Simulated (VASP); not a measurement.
Crystal: LiF.

```
Li F
1.0
     1.45140    2.75431    0.00507
     4.25029   -2.70069   -0.01614
    -1.41593   -0.02728   -4.74060
Li F
4 4
Direct
  0.90735 0.91736 0.63331
  0.39106 0.41098 0.61872
  0.31117 0.78784 0.13715
  0.78497 0.27238 0.13105
  0.54356 0.60503 0.38803
  0.10774 0.08051 0.36482
  0.46373 0.96298 0.85935
  0.99043 0.46292 0.86758
```

| Quantity | Value |
| --- | --- |
| Program | VASP 6.6.1 |
| Task | relaxation of cell and atoms |
| Functional | PBE |
| Potentials or basis | VASP PAW PBE potentials, release 64 (Li_sv, F) |
| Cutoff | 600 eV |
| k mesh | 4 × 4 × 4 |
| Occupations | gaussian, width 0.1 eV |
| Spin | no spin polarisation |

At the start: pressure 1.9 GPa; volume 9.27 Å³/atom.

Question: How do energy, volume and symmetry change on relaxing?

Answer: Over 12 steps the energy falls by 23.2 meV/atom and the volume is 9.39 Å³/atom (+1.3 %); space group P1 (No. 1, to 0.1 Å) before, Cc (No. 9, to 0.1 Å).

Step by step:
```
step  energy change (eV)  largest force (eV/Å)  pressure (GPa)  volume (Å³)
   1              0.0000                0.8207            1.92        74.12
   2             -0.0952                0.5485            0.47        75.31
   3             -0.1421                0.2989           -1.12        76.98
   4             -0.1629                0.2193           -0.75        76.25
   5             -0.1782                0.1178            0.39        74.57
   6             -0.1792                0.1112            0.12        74.91
   7             -0.1823                0.0564            0.08        74.95
   8             -0.1831                0.0617            0.04        74.99
   9             -0.1831                0.0591            0.05        74.99
  10             -0.1841                0.0444            0.00        75.07
  11             -0.1849                0.0372           -0.11        75.24
  12             -0.1854                0.0234            0.02        75.09
```

Final structure:
```
CELL_PARAMETERS angstrom
1.41307 2.73204 0.01050
4.24518 -2.73566 0.04558
-1.46130 0.00794 -4.87048
ATOMIC_POSITIONS crystal
Li 0.90638 0.90928 0.63197
Li 0.40638 0.40986 0.63296
Li 0.29493 0.78513 0.13209
Li 0.79104 0.28474 0.13297
F 0.58504 0.58832 0.36783
F 0.08486 0.08851 0.36706
F 0.46597 0.96696 0.86683
F 0.96538 0.46720 0.86829
```

Caveat: the k points lie up to 0.52 Å⁻¹ apart in the final cell; the cutoff is under 1.25 times the usual one of these potentials, so pressure, stress and relaxed cells hold a basis-set (Pulay) error.
